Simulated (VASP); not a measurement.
# Cd2As (Fm-3m) in VASP: a series of runs

Runs on Cd2As. Level: PBE. Tasks: relaxation of cell and atoms, single point.

All numbers are computed with VASP 6.6.1; they aren't measurements. Logs are shortened: lines on timing, memory, paths and dates and some standing lists are left out, and cuts for length are marked.

### Step 1. The cell of the first run

Symmetry: Fm-3m, No. 225, cubic system. Conventional cell: a = 6.450 Å, b = 6.450 Å, c = 6.450 Å, α = 90.00°, β = 90.00°, γ = 90.00°. Within 3.7 Å of Cd (site symmetry -43m) lie 4 As at 2.79 Å and 6 Cd at 3.22 Å. Within 3.7 Å of As (site symmetry m-3m) lie 8 Cd at 2.79 Å.

### Step 2. Relaxation of cell and atoms, PBE

File INCAR:

```
SYSTEM = Cd2As
ALGO     = Fast           ! electronic algorithm
EDIFF    = 1E-6           ! SCF threshold, eV
EDIFFG   = -0.04          ! ionic threshold
ENCUT    = 600            ! plane-wave cutoff, eV
GGA      = PE             ! functional
IBRION   = 2              ! ionic algorithm
ISIF     = 3              ! what is computed and relaxed
ISMEAR   = 0              ! smearing method
LASPH    = .True.         ! aspherical terms in the spheres
LCHARG   = .False.        ! write CHGCAR
LREAL    = .False.        ! projectors in reciprocal space
LWAVE    = .False.        ! write WAVECAR
NELM     = 60             ! most SCF steps
NSW      = 90             ! ionic steps
PREC     = Accurate       ! precision mode
SIGMA    = 0.1            ! smearing width, eV
```

File KPOINTS:

```
k-points
0
Gamma
  6 6 6
  0 0 0
```

File POSCAR:

```
Cd2As
1.0
    0.0000000000      3.2248227318      3.2248227318
    3.2248227318      0.0000000000      3.2248227318
    3.2248227318      3.2248227318      0.0000000000
Cd As
2 1
Direct
    0.2500000000      0.2500000000      0.2500000000
    0.7500000000      0.7500000000      0.7500000000
    0.0000000000      0.0000000000      0.0000000000
```

Potentials or basis: VASP PAW PBE potentials, release 64 (Cd, As).

Launch:

```bash
cat potpaw_PBE.64/Cd/POTCAR potpaw_PBE.64/As/POTCAR > POTCAR
mpirun -np 1 vasp_std > vasp.out
```

OUTCAR:

```text
SYSTEM = Cd2As
   EDIFF = 1E-6
   EDIFFG = -0.04
   ENCUT = 600
   GGA = PE
   IBRION = 2
   ISIF = 3
   ISMEAR = 0
   LASPH = .True.
   LREAL = .False.
   NELM = 60
   NSW = 90
   PREC = Accurate

 ion  position               nearest neighbor table
   1  0.250  0.250  0.250-   3 2.79   3 2.79   3 2.79   3 2.79   2 3.22   2 3.22   2 3.22   2 3.22
                             2 3.22   2 3.22
   2  0.750  0.750  0.750-   3 2.79   3 2.79   3 2.79   3 2.79   1 3.22   1 3.22   1 3.22   1 3.22
                             1 3.22   1 3.22
   3  0.000  0.000  0.000-   2 2.79   2 2.79   2 2.79   1 2.79   2 2.79   1 2.79   1 2.79   1 2.79

  LATTYP: Found a face centered cubic cell.
 ALAT       =     6.4496454636

  Lattice vectors:

 A1 = (   0.0000000000,   3.2248227318,   3.2248227318)
 A2 = (   3.2248227318,   0.0000000000,   3.2248227318)
 A3 = (   3.2248227318,   3.2248227318,   0.0000000000)

Analysis of symmetry for initial positions (statically):
=====================================================================
 Subroutine PRICEL returns:
 Original cell was already a primitive cell.

 Routine SETGRP: Setting up the symmetry group for a
 face centered cubic supercell.

 Subroutine GETGRP returns: Found 48 space group operations
 (whereof 48 operations were pure point group operations)
 out of a pool of 48 trial point group operations.

The static configuration has the point symmetry O_h .

Analysis of symmetry for dynamics (positions and initial velocities):
=====================================================================
 Subroutine PRICEL returns:
 Original cell was already a primitive cell.

 Routine SETGRP: Setting up the symmetry group for a
 face centered cubic supercell.

 Subroutine GETGRP returns: Found 48 space group operations
 (whereof 48 operations were pure point group operations)
 out of a pool of 48 trial point group operations.

The dynamic configuration has the point symmetry O_h .

 Subroutine INISYM returns: Found 48 space group operations
 (whereof 48 operations are pure point group operations),
 and found     1 'primitive' translations

----------------------------------------------------------------------------------------

                                     Primitive cell

  volume of cell :      67.0730

  direct lattice vectors                    reciprocal lattice vectors
     0.000000000  3.224822732  3.224822732    -0.155047282  0.155047282  0.155047282
     3.224822732  0.000000000  3.224822732     0.155047282 -0.155047282  0.155047282
     3.224822732  3.224822732  0.000000000     0.155047282  0.155047282 -0.155047282
[... 61 lines left out ...]
   total plane-waves  NPLWV =  46656
   dimension x,y,z NGX =    36 NGY =   36 NGZ =   36
   dimension x,y,z NGXF=    72 NGYF=   72 NGZF=   72
   ions per type =               2   1
   NGX,Y,Z   is equivalent  to a cutoff of  13.12, 13.12, 13.12 a.u.
   NGXF,Y,Z  is equivalent  to a cutoff of  26.25, 26.25, 26.25 a.u.
 SYSTEM =  Cd2As
   PREC   = accura    normal or accurate (medium, high low for compatibility)
   ISTART =      0    job   : 0-new  1-cont  2-samecut
   ICHARG =      2    charge: 1-file 2-atom 10-const
   ISPIN  =      1    spin polarized calculation?
   LNONCOLLINEAR =      F non collinear calculations
   LSORBIT =      F    spin-orbit coupling
   LASPH  =      T    aspherical Exc in radial PAW
   ENCUT  =  600.0 eV  44.10 Ry    6.64 a.u.   9.11  9.11  9.11*2*pi/ulx,y,z
   NELM   =     60;   NELMIN=  2; NELMDL= -5     # of ELM steps
   EDIFF  = 0.1E-05   stopping-criterion for ELM
   LREAL  =      F    real-space projection
   EDIFFG = -.4E-01   stopping-criterion for IOM
   NSW    =     90    number of steps for IOM
   IBRION =      2    ionic relax: 0-MD 1-quasi-New 2-CG
   NFREE  =      1    steps in history (QN), initial steepest desc. (CG)
   ISIF   =      3    stress and relaxation
   ISYM   =      2    0-nonsym 1-usesym 2-fastsym
   POTIM  = 0.5000    time-step for ionic-motion
   TEBEG  =    0.0;   TEEND  =   0.0 temperature during run
   PSTRESS=    0.0 pullay stress
   NELECT =      29.0000    total number of electrons
   NUPDOWN=      -1.0000    fix difference up-down
   EMIN   =  10.00;   EMAX   =-10.00  energy-range for DOS
   EFERMI =   0.00;   METHOD = LEGACY
   ISMEAR =     0;   SIGMA  =   0.10  broadening in eV -4-tet -1-fermi 0-gaus
   EFERMI_NEDOS =   21; number of points for ismear=-14 and -15
   IALGO  =     68    algorithm
   IMIX   =      4    mixing-type and parameters
     AMIX     =   0.40;   BMIX     =  1.00
     AMIX_MAG =   1.60;   BMIX_MAG =  1.00
  volume/ion in A,a.u.               =      22.36       150.88
  Fermi-wavevector in a.u.,A,eV,Ry     =   1.237917  2.339325 20.850104  1.532439
  Thomas-Fermi vector in A             =   2.372464
   LORBIT       =      0    0 simple, 1 ext, 2 COOP (PROOUT), +10 PAW based schemes
   GGA     = PE    functional components
   LHFCALC =     F    Hartree Fock is set to
   AEXX    =    0.0000 exact exchange contribution
   IVDW    =     0    specifies the selected vdW correction
   LEPSILON=     F    determine dielectric tensor
   LRPA    =     F    only Hartree local field effects (RPA)
 conjugate gradient relaxation of ions
 non-spin polarized calculation
 RMM-DIIS sequential band-by-band and
 Gauss-broadening in eV      SIGMA  =   0.10
  energy-cutoff  :      600.00
  volume of cell :       67.07
 maximum number of plane-waves:      2253
   NGX = 19   NGY = 19   NGZ = 19

--------------------------------------- Ionic step        1  -------------------------------------------

 number of electron      28.9999988 magnetization

 Free energy of the ion-electron system (eV)
  ---------------------------------------------------
  ext. energy  EPLUGINS =         0.00000000
  ---------------------------------------------------
  free energy    TOTEN  =        -5.84318279 eV

  energy without entropy =       -5.82961826  energy(sigma->0) =       -5.83640052

 E-fermi :   3.6705     XC(G=0): -10.3472

 val. band max:        3.6330247918   @ k =  -0.3333   0.3333   0.0000
 cond. band min:       3.7064476514   @ k =  -0.1667   0.1667   0.0000
 fundamental gap:      0.0734228597
 Fermi energy:         3.6705269285

 k-point     1 :       0.0000    0.0000    0.0000
  band No.  band energies     occupation
      1      -8.9170      2.00000
      2      -6.0245      2.00000
      3      -6.0245      2.00000
      4      -6.0245      2.00000
      5      -5.9824      2.00000
      6      -5.9824      2.00000
[... 398 lines left out ...]
--------------------------------------- Ionic step        3  -------------------------------------------

 number of electron      28.9999986 magnetization

 Free energy of the ion-electron system (eV)
  ---------------------------------------------------
  ext. energy  EPLUGINS =         0.00000000
  ---------------------------------------------------
  free energy    TOTEN  =        -6.06481466 eV

  energy without entropy =       -6.05244709  energy(sigma->0) =       -6.05863087

 E-fermi :   2.5587     XC(G=0):  -9.7039

 val. band max:        2.4761729076   @ k =  -0.3333   0.1667   0.0000
 cond. band min:       2.5680821159   @ k =  -0.1667   0.1667   0.0000
 fundamental gap:      0.0919092082
 Fermi energy:         2.5586519526

 k-point     1 :       0.0000    0.0000    0.0000
  band No.  band energies     occupation
      1      -9.1158      2.00000
      2      -6.5897      2.00000
      3      -6.5897      2.00000
      4      -6.5897      2.00000
      5      -6.5885      2.00000
      6      -6.5885      2.00000
[... 355 lines left out ...]
  FREE ENERGIE OF THE ION-ELECTRON SYSTEM (eV)
  ---------------------------------------------------
  free  energy   TOTEN  =        -6.0648146629 eV

  energy  without entropy=       -6.0524470866  energy(sigma->0) =       -6.05863087

 reached required accuracy - stopping structural energy minimisation
```

OSZICAR:

```text
N       E                     dE             d eps       ncg     rms          rms(c)
DAV:   1     0.206412097804E+03    0.20641E+03   -0.16085E+04   576   0.169E+03
DAV:   2     0.871656881440E+00   -0.20554E+03   -0.20101E+03   584   0.390E+02
DAV:   3    -0.624911566458E+01   -0.71208E+01   -0.70657E+01   694   0.769E+01
[... 28 lines left out ...]
RMM:   5    -0.606488840064E+01    0.19621E-03   -0.62857E-03   576   0.706E-01    0.204E-01
RMM:   6    -0.606481912769E+01    0.69273E-04   -0.93624E-04   576   0.350E-01    0.178E-02
RMM:   7    -0.606481028978E+01    0.88379E-05   -0.57917E-05   576   0.541E-02    0.135E-02
RMM:   8    -0.606481500582E+01   -0.47160E-05   -0.19188E-05   576   0.407E-02    0.692E-03
RMM:   9    -0.606481466293E+01    0.34289E-06   -0.32128E-06   388   0.143E-02
   3 F= -.60648147E+01 E0= -.60586309E+01  d E =-.221632E+00
```

CONTCAR:

```text
Cd2As
   1.00000000000000
     0.0000000000000000    3.3702582266562624    3.3702582266562624
     3.3702582266562624    0.0000000000000000    3.3702582266562624
     3.3702582266562624    3.3702582266562624   -0.0000000000000000
  Cd              As
     2     1
Direct
     0.2500000000000000    0.2500000000000000    0.2500000000000000
     0.7500000000000000    0.7500000000000000    0.7500000000000000
     0.0000000000000000    0.0000000000000000    0.0000000000000000

  0.00000000E+00  0.00000000E+00  0.00000000E+00
  0.00000000E+00  0.00000000E+00  0.00000000E+00
  0.00000000E+00  0.00000000E+00  0.00000000E+00
```

Run time: 37 s. Hardware: 1 thread of AMD EPYC 9R45 (Zen 5), shared host; peak memory 0.19 GiB.

Results:

```
Free energy                           : -6.0648 eV
Relaxed volume                        : 25.52 Å³/atom
Relaxed cell                          : a = 4.766 Å, b = 4.766 Å, c = 4.766 Å, α = 60.00°, β = 60.00°, γ = 60.00°
Space group after relaxing (to 0.1 Å) : Fm-3m (No. 225)
Energy gained by relaxing             : 73.9 meV/atom
Ionic steps                           : 3
Pressure after relaxing               : 0.0 GPa
Band gap on the k mesh                : zero (an odd number of electrons rules out a gap without spin polarisation)
```

Step by step:
| step | energy change (eV) | largest force (eV/Å) | pressure (GPa) | volume (Å³) |
| --- | --- | --- | --- | --- |
| 1 | 0.0000 | 0.0000 | 8.46 | 67.07 |
| 2 | -0.2103 | 0.0000 | -1.38 | 79.20 |
| 3 | -0.2216 | 0.0000 | 0.02 | 76.56 |

Final structure:
```
CELL_PARAMETERS angstrom
0.00000 3.37026 3.37026
3.37026 0.00000 3.37026
3.37026 3.37026 0.00000
ATOMIC_POSITIONS crystal
Cd 0.25000 0.25000 0.25000
Cd 0.75000 0.75000 0.75000
As 0.00000 0.00000 0.00000
```

### Step 3. Single point, PBE

This run uses another cell than the first one, of 25.52 Å³/atom.

File INCAR:

```
ALGO = Fast
EDIFF = 1E-6
ENCUT = 520
GGA = PE
ISIF = 2
ISMEAR = 0
LASPH = T
LCHARG = T
LELF = T
LREAL = F
LVHAR = T
LWAVE = F
NBANDS = 22
NELM = 60
PREC = Accurate
SIGMA = 0.1
```

File KPOINTS:

```
k-points
0
Gamma
  12 12 12
```

File POSCAR:

```
Cd2As
1.0
    0.0000000000      3.3701608122      3.3701608122
    3.3701608122      0.0000000000      3.3701608122
    3.3701608122      3.3701608122      0.0000000000
Cd As
2 1
Direct
    0.2500000000      0.2500000000      0.2500000000
    0.7500000000      0.7500000000      0.7500000000
    0.0000000000      0.0000000000      0.0000000000
```

Potentials or basis: VASP PAW PBE potentials, release 64 (Cd, As).

Launch:

```bash
cat potpaw_PBE.64/Cd/POTCAR potpaw_PBE.64/As/POTCAR > POTCAR
mpirun -np 1 vasp_std > vasp.out
```

Wall time 66 s (1 thread of AMD EPYC 9R45 (Zen 5), shared host); peak memory 0.24 GiB.

Results (log left out):

```
Free energy            : -6.0478 eV
Pressure               : 0.3 GPa
Band gap on the k mesh : zero (an odd number of electrons rules out a gap without spin polarisation)
```

Levels at points of the mesh, in eV from the Fermi level:
```
           k point  band 12  band 13  band 14  band 15  band 16  band 17  band 18  band 19
(0.00, 0.00, 0.00)    -2.51    -0.83    -0.83    -0.83     1.88     1.88     1.88     2.49
(0.50, 0.00, 0.00)    -5.80    -1.78    -1.63    -1.63     2.72     2.72     4.12     4.58
(0.50, 0.50, 0.00)    -5.32    -3.03    -3.03    -1.09     0.24     4.60     6.29     6.29
```

### Step 4. Relaxation of cell and atoms, PBE

This run uses another cell than the first one, of 25.52 Å³/atom.

File INCAR:

```
PREC = Accurate ; ENCUT = 600
EDIFF = 1E-6 ; ISMEAR = 0
SIGMA = 0.1 ; LREAL = F
LASPH = T ; NELM = 100
ALGO = Fast ; ISIF = 3
LWAVE = F ; LCHARG = F
GGA = PE ; IBRION = 2
NSW = 100 ; EDIFFG = -0.01
```

File KPOINTS:

```
regular mesh
0
Gamma
  12 12 12
```

POSCAR is that of step 3.

Launch:

```bash
cat potpaw_PBE.64/Cd/POTCAR potpaw_PBE.64/As/POTCAR > POTCAR
mpirun -np 1 vasp_std > vasp.out
```

It took 1.9 min on 1 thread of AMD EPYC 9R45 (Zen 5), shared host; peak memory 0.29 GiB.

Results (log left out):

- Free energy: -6.0474 eV
- Relaxed volume: 25.64 Å³/atom
- Relaxed cell: a = 4.774 Å, b = 4.774 Å, c = 4.774 Å, α = 60.00°, β = 60.00°, γ = 60.00°
- Space group after relaxing (to 0.1 Å): Fm-3m (No. 225)
- Energy gained by relaxing: 0.1 meV/atom
- Ionic steps: 2
- Pressure after relaxing: 0.0 GPa
- Band gap on the k mesh: zero (an odd number of electrons rules out a gap without spin polarisation)

The path:
| step | energy change (eV) | largest force (eV/Å) | pressure (GPa) | volume (Å³) |
| --- | --- | --- | --- | --- |
| 1 | 0.0000 | 0.0000 | 0.21 | 76.56 |
| 2 | -0.0002 | 0.0000 | -0.04 | 76.93 |

Final structure:
```
Cd As
1.0
     0.00000    3.37568    3.37568
     3.37568    0.00000    3.37568
     3.37568    3.37568    0.00000
Cd As
2 1
Direct
  0.25000 0.25000 0.25000
  0.75000 0.75000 0.75000
  0.00000 0.00000 0.00000
```

Levels at points of the mesh, in eV from the Fermi level:
| k point | band 11 | band 12 | band 13 | band 14 | band 15 | band 16 | band 17 | band 18 |
| --- | --- | --- | --- | --- | --- | --- | --- | --- |
| (0.00, 0.00, 0.00) | -8.39 | -2.52 | -0.82 | -0.82 | -0.82 | 1.89 | 1.89 | 1.89 |
| (0.50, 0.00, 0.00) | -8.35 | -5.77 | -1.78 | -1.62 | -1.62 | 2.72 | 2.72 | 4.10 |
| (0.50, 0.50, 0.00) | -8.40 | -5.30 | -3.01 | -3.01 | -1.09 | 0.25 | 4.58 | 6.27 |

### Step 5. The runs side by side

| task | cell | k mesh | cutoff (eV) | gap on the mesh (eV) | pressure (GPa) | relaxed volume (Å³/atom) |
| --- | --- | --- | --- | --- | --- | --- |
| relaxation of cell and atoms | relaxed from a = 4.561 Å, angles 60.0°, 3 atoms | 6 × 6 × 6 | 600 | none | 0.0 | 25.52 |
| single point | a = 4.766 Å, angles 60.0°, 3 atoms | 12 × 12 × 12 | 520 | none | 0.3 | - |
| relaxation of cell and atoms | relaxed from a = 4.766 Å, angles 60.0°, 3 atoms | 12 × 12 × 12 | 600 | none | 0.0 | 25.64 |

Alike in all rows: level PBE; potentials or basis VASP PAW PBE potentials, release 64 (Cd, As); no spin polarisation; smearing gaussian 0.1 eV.

Total energies depend on the potentials used, so only differences within one code and one set of settings carry meaning.
